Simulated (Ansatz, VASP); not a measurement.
## B: VASP beside Ansatz

```xyz
2
Lattice="3.0042 0.0000 0.0000 -1.5021 2.6017 0.0000 0.0000 0.0000 1.9475" Properties=species:S:1:pos:R:3 pbc="T T T"
B     0.0000    1.7345    0.0000
B     1.5021    0.8672    0.0000
```

Alike in both runs: functional r2SCAN; k mesh 21 × 21 × 28; occupations gaussian, width 0.1 eV; no spin polarisation.

Ansatz relaxed the structure, and its values are those at the end. VASP's run is a single point on that final structure, the one shown.

|  | VASP | Ansatz |
| --- | --- | --- |
| version | VASP 6.6.1 | Ansatz 0.2.0 |
| potentials or method | VASP PAW PBE potentials, release 64 (B), cutoff 520 eV | scalar-relativistic, plane waves, PAW |
| valence electrons in the cell | 6 | 6 |

```csv
,VASP,Ansatz,Ansatz less VASP
gap on the k mesh at the Fermi level (eV),none,none,-
pressure (GPa),0.1,0.0,-0.06
```

VASP's potentials were made for PBE, not for r2SCAN. A gap of «none» marks a metal or a gap that the smearing closes. The functional is the same, so the differences come from potentials, cutoffs and numerics.
